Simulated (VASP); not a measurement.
**CaMg: single point with LDA**

Crystal: CaMg.

```
Ca Mg
1.0
     4.32943    0.00000    0.00000
     0.00000    4.32943    0.00000
     0.00000    0.00000    3.86162
Ca Mg
1 1
Direct
  0.00000 0.00000 0.50000
  0.50000 0.50000 0.00000
```

This cell differs from its parent crystal: strain +0.0750 x Voigt [1, 1, 0, 0, 0, 0].

```yaml
Program: VASP 6.6.1
Task: single point
Functional: LDA
Potentials_or_basis: VASP PAW LDA potentials, release 64 (Ca_sv, Mg)
Cutoff: 520 eV
k_mesh: 12 × 12 × 12
Occupations: gaussian, width 0.15 eV
Spin: no spin polarisation
Dipole_correction: no
Further_INCAR_settings: ALGO = Fast; EDIFF = 1e-06; NBANDS = 13
```

```yaml
Pressure: -4.4 GPa
Band_gap_on_the_k_mesh: zero (band 6 reaches 2.38 eV, above the bottom of band 7 at 0.88 eV)
```

Stress tensor (GPa, compression positive):
```
-4.86  0.00  0.00
 0.00 -4.86  0.00
 0.00  0.00 -3.45
```

Levels at points of the mesh, in eV from the Fermi level:
| k point | band 3 | band 4 | band 5 | band 6 | band 7 | band 8 | band 9 | band 10 |
| --- | --- | --- | --- | --- | --- | --- | --- | --- |
| (0.00, 0.00, 0.00) | -22.75 | -22.73 | -4.77 | 0.91 | 0.98 | 2.90 | 2.90 | 3.03 |
| (0.50, 0.00, 0.00) | -22.75 | -22.73 | -3.01 | -2.39 | 1.46 | 1.68 | 2.60 | 3.51 |
| (0.50, 0.50, 0.00) | -22.77 | -22.73 | -2.10 | -0.54 | -0.54 | -0.15 | 2.90 | 2.90 |
| (0.00, 0.00, 0.50) | -22.74 | -22.74 | -2.44 | -2.00 | 1.72 | 1.72 | 1.76 | 3.28 |
| (0.50, 0.00, 0.50) | -22.77 | -22.74 | -1.63 | -0.24 | -0.09 | 0.37 | 2.19 | 2.45 |
| (0.50, 0.50, 0.50) | -22.76 | -22.76 | -0.18 | -0.18 | -0.14 | 0.80 | 2.36 | 2.45 |

Run time: 54 s on 1 thread of Intel(R) Xeon(R) 6975P-C (Granite Rapids), on a shared host, peak memory 0.32 GiB.

Caveat: the cell differs from its parent crystal (strain +0.0750 x Voigt [1, 1, 0, 0, 0, 0]).
